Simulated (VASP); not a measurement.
# Ti (Fm-3m) in VASP: a series of runs

The runs below take Ti through relaxation of cell and atoms, single point, with PBEsol, PBE.

All numbers are computed with VASP 6.6.1; they aren't measurements. Logs are shortened: lines on timing, memory, paths and dates and some standing lists are left out, and cuts for length are marked.

## (1) The cell of the first run

It takes space group Fm-3m (No. 225, cubic). Conventional cell: a = 4.060 Å, b = 4.060 Å, c = 4.060 Å, α = 90.00°, β = 90.00°, γ = 90.00°. Within 3.8 Å of Ti (site symmetry m-3m) lie 12 Ti at 2.87 Å.

## (2) Relaxation of cell and atoms, PBEsol, target pressure 30 GPa, at which the enthalpy is minimised

Contents of INCAR:

```
SYSTEM = Ti
PREC     = Accurate       ! precision mode
ENCUT    = 600            ! plane-wave cutoff, eV
EDIFF    = 1E-6           ! SCF threshold, eV
ISMEAR   = -1             ! smearing method
SIGMA    = 0.05           ! smearing width, eV
LREAL    = .FALSE.        ! projectors in reciprocal space
LASPH    = .TRUE.         ! aspherical terms in the spheres
NELM     = 100            ! most SCF steps
ALGO     = Normal         ! electronic algorithm
ISIF     = 3              ! what is computed and relaxed
LWAVE    = .FALSE.        ! write WAVECAR
LCHARG   = .FALSE.        ! write CHGCAR
GGA      = PS             ! functional
IBRION   = 2              ! ionic algorithm
NSW      = 80             ! ionic steps
EDIFFG   = -0.01          ! ionic threshold
PSTRESS  = 300.0
```

Contents of KPOINTS:

```
regular mesh
0
G
  11 11 11
  0 0 0
```

Contents of POSCAR:

```
Ti
1.0
    0.0000000000      2.0300000000      2.0300000000
    2.0300000000      0.0000000000      2.0300000000
    2.0300000000      2.0300000000      0.0000000000
Ti
1
Direct
    0.0000000000      0.0000000000      0.0000000000
```

Potentials or basis: VASP PAW PBE potentials, release 64 (Ti_sv).

Run with:

```bash
$ cat potpaw_PBE.64/Ti_sv/POTCAR > POTCAR
$ mpirun -np 1 vasp_std > vasp.out
```

OUTCAR:

```text
SYSTEM = Ti
   PREC = Accurate
   ENCUT = 600
   EDIFF = 1E-6
   ISMEAR = -1
   LREAL = .FALSE.
   LASPH = .TRUE.
   NELM = 100
   ISIF = 3
   GGA = PS
   IBRION = 2
   NSW = 80
   EDIFFG = -0.01
   PSTRESS = 300.0

 ion  position               nearest neighbor table
   1  0.000  0.000  0.000-

  LATTYP: Found a face centered cubic cell.
 ALAT       =     4.0600000000

  Lattice vectors:

 A1 = (   0.0000000000,   2.0300000000,   2.0300000000)
 A2 = (   2.0300000000,   0.0000000000,   2.0300000000)
 A3 = (   2.0300000000,   2.0300000000,   0.0000000000)

Analysis of symmetry for initial positions (statically):
=====================================================================
 Subroutine PRICEL returns:
 Original cell was already a primitive cell.

 Routine SETGRP: Setting up the symmetry group for a
 face centered cubic supercell.

 Subroutine GETGRP returns: Found 48 space group operations
 (whereof 48 operations were pure point group operations)
 out of a pool of 48 trial point group operations.

The static configuration has the point symmetry O_h .

Analysis of symmetry for dynamics (positions and initial velocities):
=====================================================================
 Subroutine PRICEL returns:
 Original cell was already a primitive cell.

 Routine SETGRP: Setting up the symmetry group for a
 face centered cubic supercell.

 Subroutine GETGRP returns: Found 48 space group operations
 (whereof 48 operations were pure point group operations)
 out of a pool of 48 trial point group operations.

The dynamic configuration has the point symmetry O_h .

 Subroutine INISYM returns: Found 48 space group operations
 (whereof 48 operations are pure point group operations),
 and found     1 'primitive' translations

----------------------------------------------------------------------------------------

                                     Primitive cell

  volume of cell :      16.7309

  direct lattice vectors                    reciprocal lattice vectors
     0.000000000  2.030000000  2.030000000    -0.246305419  0.246305419  0.246305419
     2.030000000  0.000000000  2.030000000     0.246305419 -0.246305419  0.246305419
     2.030000000  2.030000000  0.000000000     0.246305419  0.246305419 -0.246305419

  length of vectors
     2.870853532  2.870853532  2.870853532     0.426613499  0.426613499  0.426613499

  position of ions in fractional coordinates (direct lattice)
     0.000000000  0.000000000  0.000000000

  ion indices of the primitive-cell ions
   primitive index   ion index
                 1           1

----------------------------------------------------------------------------------------

 KPOINTS: regular mesh

Automatic generation of k-mesh.
 Grid dimensions read from file:
 generate k-points for:   11   11   11

 Generating k-lattice:

  Cartesian coordinates                     Fractional coordinates (reciprocal lattice)
    -0.022391402  0.022391402  0.022391402     0.090909091  0.000000000  0.000000000
     0.022391402 -0.022391402  0.022391402     0.000000000  0.090909091  0.000000000
     0.022391402  0.022391402 -0.022391402     0.000000000  0.000000000  0.090909091

  Length of vectors
     0.038783045  0.038783045  0.038783045

  Shift w.r.t. Gamma in fractional coordinates (k-lattice)
     0.000000000  0.000000000  0.000000000

 Subroutine IBZKPT returns following result:
 ===========================================

 Found     56 irreducible k-points:

 Following reciprocal coordinates:
            Coordinates               Weight
  0.000000  0.000000  0.000000      1.000000
  0.090909  0.000000  0.000000      8.000000
  0.181818  0.000000  0.000000      8.000000
  0.272727  0.000000  0.000000      8.000000
  0.363636  0.000000  0.000000      8.000000
  0.454545  0.000000  0.000000      8.000000
[... 16 lines left out ...]
 -0.272727  0.181818  0.000000     24.000000
 -0.181818  0.181818  0.000000     12.000000
 [... further k-points ...]
   k-points           NKPTS =     56   k-points in BZ     NKDIM =     56   number of bands    NBANDS=     10
   number of dos      NEDOS =    301   number of ions     NIONS =      1
   total plane-waves  NPLWV =  13824
   dimension x,y,z NGX =    24 NGY =   24 NGZ =   24
   dimension x,y,z NGXF=    48 NGYF=   48 NGZF=   48
   ions per type =               1
   NGX,Y,Z   is equivalent  to a cutoff of  13.90, 13.90, 13.90 a.u.
   NGXF,Y,Z  is equivalent  to a cutoff of  27.80, 27.80, 27.80 a.u.
 SYSTEM =  Ti
   PREC   = accura    normal or accurate (medium, high low for compatibility)
   ISTART =      0    job   : 0-new  1-cont  2-samecut
   ICHARG =      2    charge: 1-file 2-atom 10-const
   ISPIN  =      1    spin polarized calculation?
   LNONCOLLINEAR =      F non collinear calculations
   LSORBIT =      F    spin-orbit coupling
   LASPH  =      T    aspherical Exc in radial PAW
   ENCUT  =  600.0 eV  44.10 Ry    6.64 a.u.   5.73  5.73  5.73*2*pi/ulx,y,z
   NELM   =    100;   NELMIN=  2; NELMDL= -5     # of ELM steps
   EDIFF  = 0.1E-05   stopping-criterion for ELM
   LREAL  =      F    real-space projection
   EDIFFG = -.1E-01   stopping-criterion for IOM
   NSW    =     80    number of steps for IOM
   IBRION =      2    ionic relax: 0-MD 1-quasi-New 2-CG
   NFREE  =      1    steps in history (QN), initial steepest desc. (CG)
   ISIF   =      3    stress and relaxation
   ISYM   =      2    0-nonsym 1-usesym 2-fastsym
   POTIM  = 0.5000    time-step for ionic-motion
   TEBEG  =    0.0;   TEEND  =   0.0 temperature during run
   PSTRESS=  300.0 pullay stress
   NELECT =      12.0000    total number of electrons
   NUPDOWN=      -1.0000    fix difference up-down
   EMIN   =  10.00;   EMAX   =-10.00  energy-range for DOS
   EFERMI =   0.00;   METHOD = LEGACY
   ISMEAR =    -1;   SIGMA  =   0.05  broadening in eV -4-tet -1-fermi 0-gaus
   EFERMI_NEDOS =   21; number of points for ismear=-14 and -15
   IALGO  =     38    algorithm
   IMIX   =      4    mixing-type and parameters
     AMIX     =   0.40;   BMIX     =  1.00
     AMIX_MAG =   1.60;   BMIX_MAG =  1.00
  volume/ion in A,a.u.               =      16.73       112.91
  Fermi-wavevector in a.u.,A,eV,Ry     =   1.465421  2.769245 29.217967  2.147460
  Thomas-Fermi vector in A             =   2.581280
   LORBIT       =      0    0 simple, 1 ext, 2 COOP (PROOUT), +10 PAW based schemes
   GGA     = PS    functional components
   LHFCALC =     F    Hartree Fock is set to
   AEXX    =    0.0000 exact exchange contribution
   IVDW    =     0    specifies the selected vdW correction
   LEPSILON=     F    determine dielectric tensor
   LRPA    =     F    only Hartree local field effects (RPA)
 conjugate gradient relaxation of ions
 non-spin polarized calculation
  energy-cutoff  :      600.00
  volume of cell :       16.73
 maximum number of plane-waves:       568
   NGX = 11   NGY = 11   NGZ = 11

--------------------------------------- Ionic step        1  -------------------------------------------

 number of electron      12.0000002 magnetization

 Free energy of the ion-electron system (eV)
  ---------------------------------------------------
  ext. energy  EPLUGINS =         0.00000000
  ---------------------------------------------------
  free energy    TOTEN  =        -8.29315801 eV

  energy without entropy =       -8.28210322  energy(sigma->0) =       -8.28763062

 E-fermi :   8.4963     XC(G=0): -11.8142

 val. band max:        8.4542880678   @ k =   0.1818   0.1818   0.0000
 cond. band min:       8.5184185232   @ k =   0.2727   0.0000   0.0000
 fundamental gap:      0.0641304553
 Fermi energy:         8.4963092836

 k-point     1 :       0.0000    0.0000    0.0000
  band No.  band energies     occupation
      1     -47.9085      2.00000
      2     -23.8168      2.00000
      3     -23.8168      2.00000
      4     -23.8168      2.00000
      5       2.3105      2.00000
      6       9.4022      0.00000
      7       9.4022      0.00000
      8       9.4022      0.00000
      9      11.1120      0.00000
     10      11.1120      0.00000

 k-point     2 :       0.0909    0.0000    0.0000
  band No.  band energies     occupation
      1     -47.8971      2.00000
      2     -23.8799      2.00000
      3     -23.8246      2.00000
      4     -23.8246      2.00000
      5       2.5859      2.00000
      6       9.2329      0.00000
      7       9.4996      0.00000
      8       9.4996      0.00000
      9      11.0506      0.00000
     10      11.0506      0.00000
[... 274 lines left out ...]
 k-point    24 :      -0.1818    0.1818    0.0000
  band No.  band energies     occupation
      1     -47.8125      2.00000
      2     -24.2412      2.00000
      3     -23.9909      2.00000
      4     -23.8653      2.00000
      5       4.8489      2.00000
      6       8.2951      1.96486
      7       9.3092      0.00000
      8      10.3017      0.00000
      9      10.3340      0.00000
     10      12.1271      0.00000

 [... further k-points ...]
[... 5 lines left out ...]
  --------------------------------------------------------------------------------------
  -------------------------------------------------------------------------------------
  Total       -0.0848882     -0.0848882     -0.0848882     -0.0000000     -0.0000000      0.0000000
  in kB       -8.1290464     -8.1290464     -8.1290464     -0.0000000     -0.0000000      0.0000000
  external PRESSURE =    -308.1290464 kB  Pullay stress =     300.0000000 kB

 VOLUME and BASIS-vectors are now :
 -----------------------------------------------------------------------------
  energy-cutoff  :      600.00
  volume of cell :       16.73
      direct lattice vectors                 reciprocal lattice vectors
     0.000000000  2.030000000  2.030000000    -0.246305419  0.246305419  0.246305419
     2.030000000  0.000000000  2.030000000     0.246305419 -0.246305419  0.246305419
     2.030000000  2.030000000  0.000000000     0.246305419  0.246305419 -0.246305419
[... 155 lines left out ...]
  FREE ENERGIE OF THE ION-ELECTRON SYSTEM (eV)
  ---------------------------------------------------
  free  energy   TOTEN  =        -8.0583002215 eV

  energy  without entropy=       -8.0506101424  energy(sigma->0) =       -8.05445518

  enthalpy is  TOTEN    =        -5.4875390285 eV   P V=        2.5707611930

--------------------------------------- Ionic step        6  -------------------------------------------

 number of electron      11.9999999 magnetization

 Free energy of the ion-electron system (eV)
  ---------------------------------------------------
  ext. energy  EPLUGINS =         0.00000000
  ---------------------------------------------------
  free energy    TOTEN  =        -8.06184422 eV

  energy without entropy =       -8.05417847  energy(sigma->0) =       -8.05801135

 E-fermi :  10.7776     XC(G=0): -12.8000

 val. band max:       10.7095078127   @ k =  -0.2727   0.4545   0.1818
 cond. band min:      10.7787751170   @ k =  -0.1818   0.0909   0.0000
 fundamental gap:      0.0692673043
 Fermi energy:        10.7776392403

 k-point     1 :       0.0000    0.0000    0.0000
  band No.  band energies     occupation
      1     -45.3611      2.00000
      2     -20.9057      2.00000
      3     -20.9057      2.00000
      4     -20.9057      2.00000
      5       4.2590      2.00000
      6      11.7828      0.00000
      7      11.7828      0.00000
      8      11.7828      0.00000
      9      14.0111      0.00000
     10      14.0111      0.00000

 k-point     2 :       0.0909    0.0000    0.0000
  band No.  band energies     occupation
      1     -45.3369      2.00000
      2     -21.0243      2.00000
      3     -20.9195      2.00000
      4     -20.9195      2.00000
      5       4.5941      2.00000
      6      11.5640      0.00000
      7      11.9082      0.00000
      8      11.9082      0.00000
      9      13.9242      0.00000
     10      13.9242      0.00000
[... 274 lines left out ...]
 k-point    24 :      -0.1818    0.1818    0.0000
  band No.  band energies     occupation
      1     -45.1558      2.00000
      2     -21.6925      2.00000
      3     -21.2245      2.00000
      4     -20.9898      2.00000
      5       7.2024      2.00000
      6      10.4233      1.99833
      7      11.6515      0.00000
      8      12.9163      0.00000
      9      12.9740      0.00000
     10      15.3723      0.00000

 [... further k-points ...]
[... 5 lines left out ...]
  --------------------------------------------------------------------------------------
  -------------------------------------------------------------------------------------
  Total        2.5744466      2.5744466      2.5744466      0.0000000      0.0000000      0.0000000
  in kB      300.0179086    300.0179086    300.0179086      0.0000000      0.0000000      0.0000000
  external PRESSURE =       0.0179086 kB  Pullay stress =     300.0000000 kB

 VOLUME and BASIS-vectors are now :
 -----------------------------------------------------------------------------
  energy-cutoff  :      600.00
  volume of cell :       13.75
      direct lattice vectors                 reciprocal lattice vectors
    -0.000000000  1.901395369  1.901395369    -0.262964772  0.262964772  0.262964772
     1.901395369 -0.000000000  1.901395369     0.262964772 -0.262964772  0.262964772
     1.901395369  1.901395369 -0.000000000     0.262964772  0.262964772 -0.262964772

 POSITION                                       TOTAL-FORCE (eV/Angst)
 -----------------------------------------------------------------------------------
     -0.00000      1.90140      1.90140         0.000000      0.000000     -0.000000
 -----------------------------------------------------------------------------------
    total drift:                               -0.000000     -0.000000      0.000000

  FREE ENERGIE OF THE ION-ELECTRON SYSTEM (eV)
  ---------------------------------------------------
  free  energy   TOTEN  =        -8.0618442219 eV

  energy  without entropy=       -8.0541784724  energy(sigma->0) =       -8.05801135

  enthalpy is  TOTEN    =        -5.4875512943 eV   P V=        2.5742929275

 reached required accuracy - stopping structural energy minimisation
```

Wall time 23 s (1 thread of Intel Xeon 6975P-C (Granite Rapids), shared host); peak memory 0.15 GiB.

Results:

* Free energy: -8.0618 eV
* Relaxed volume: 13.75 Å³/atom
* Relaxed cell: a = 2.689 Å, b = 2.689 Å, c = 2.689 Å, α = 60.00°, β = 60.00°, γ = 60.00°
* Space group after relaxing (to 0.05 Å): Fm-3m (No. 225)
* Energy change on relaxing (the enthalpy is what falls): +231.3 meV/atom
* Ionic steps: 6
* Pressure after relaxing: 30.0 GPa
* Band gap on the k mesh: zero (band 6 reaches 11.78 eV, above the bottom of band 7 at 10.45 eV)

Step by step:
```tsv
step	energy change (eV)	largest force (eV/Å)	pressure (GPa)	volume (Å³)
1	0.0000	0.0000	-0.81	16.73
2	1.8230	0.0000	125.48	10.09
3	0.1877	0.0000	26.45	14.00
4	0.2246	0.0000	29.38	13.78
5	0.2349	0.0000	30.13	13.73
6	0.2313	0.0000	30.00	13.75
```

Final structure:
```
Ti
1.0
     0.00000    1.90140    1.90140
     1.90140    0.00000    1.90140
     1.90140    1.90140    0.00000
Ti
1
Direct
  0.00000 0.00000 0.00000
```

Levels at points of the mesh, in eV from the Fermi level:
```csv
k point,band 2,band 3,band 4,band 5,band 6,band 7,band 8,band 9,band 10
"(0.00, 0.00, 0.00)",-31.68,-31.68,-31.68,-6.52,1.01,1.01,1.01,3.23,3.23
```

Caveat: the cell is relaxed towards a set pressure, so the enthalpy falls and the energy may rise; the volume moved by over 15 % at a fixed basis, so the end points are rough; the PAW data sets were made with another functional, which shifts forces and pressure a little.

## (3) Single point, PBE (volume scaled by 0.94)

Contents of INCAR:

```
SYSTEM = Ti
  PREC = Accurate
  ENCUT = 520
  EDIFF = 1E-7
  ISMEAR = -1
  SIGMA = 0.05
  LREAL = .FALSE.
  LASPH = .TRUE.
  NELM = 60
  ALGO = Normal
  ISIF = 2
  LWAVE = .FALSE.
  LCHARG = .TRUE.
  GGA = PE
  LELF = .TRUE.
  LVHAR = .TRUE.
  NBANDS = 12
```

Contents of KPOINTS:

```
Automatic mesh
0
G
  11 11 11
  0 0 0
```

Contents of POSCAR:

```
Ti
1.0
    0.0000000000      1.9885598007      1.9885598007
    1.9885598007      0.0000000000      1.9885598007
    1.9885598007      1.9885598007      0.0000000000
Ti
1
Direct
    0.0000000000      0.0000000000      0.0000000000
```

Potentials or basis: VASP PAW PBE potentials, release 64 (Ti_sv).

Run with:

```bash
$ cat potpaw_PBE.64/Ti_sv/POTCAR > POTCAR
$ mpirun -np 1 vasp_std > vasp.out
```

It took 6.4 s on 1 thread of Intel Xeon 6975P-C (Granite Rapids), shared host; peak memory 0.13 GiB.

It converged, with:

* Free energy: -7.7311 eV
* Pressure: 12.1 GPa
* Band gap on the k mesh: zero (band 6 reaches 10.26 eV, above the bottom of band 7 at 9.02 eV)

Levels at points of the mesh, in eV from the Fermi level:
```csv
k point,band 4,band 5,band 6,band 7,band 8,band 9
"(0.00, 0.00, 0.00)",-32.26,-6.32,0.94,0.94,0.94,2.81
```

Caveat: the cell differs from its parent crystal (volume scaled by 0.94).

## (4) Single point, PBE (volume scaled by 0.96)

Contents of INCAR:

```
SYSTEM = Ti
  PREC = Accurate
  ENCUT = 520
  EDIFF = 1E-7
  ISMEAR = -1
  SIGMA = 0.05
  LREAL = .False.
  LASPH = .True.
  NELM = 100
  ALGO = Fast
  ISIF = 2
  LWAVE = .False.
  LCHARG = .False.
  GGA = PE
  NBANDS = 12
```

Contents of KPOINTS:

```
Automatic mesh
0
Gamma
  11 11 11
  0 0 0
```

Contents of POSCAR:

```
Ti
1.0
    0.0000000000      2.0025642044      2.0025642044
    2.0025642044      0.0000000000      2.0025642044
    2.0025642044      2.0025642044      0.0000000000
Ti
1
Direct
    0.0000000000      0.0000000000      0.0000000000
```

Run with:

```bash
$ cat potpaw_PBE.64/Ti_sv/POTCAR > POTCAR
$ mpirun -np 1 vasp_std > vasp.out
```

It took 11 s on 1 thread of Intel Xeon 6975P-C (Granite Rapids), shared host; peak memory 0.14 GiB.

It converged, with:

| Property | Result |
| --- | --- |
| Free energy | -7.7533 eV |
| Pressure | 9.1 GPa |
| Band gap on the k mesh | zero (band 6 reaches 10.01 eV, above the bottom of band 7 at 8.78 eV) |

Levels at points of the mesh, in eV from the Fermi level:
```
           k point  band 2  band 3  band 4  band 5  band 6  band 7  band 8  band 9  band 10  band 11
(0.00, 0.00, 0.00)  -32.33  -32.33  -32.33   -6.28    0.93    0.93    0.93    2.74     2.74    15.68
```

Caveat: the cell differs from its parent crystal (volume scaled by 0.96).

(Part 1 of 2 ends here.)
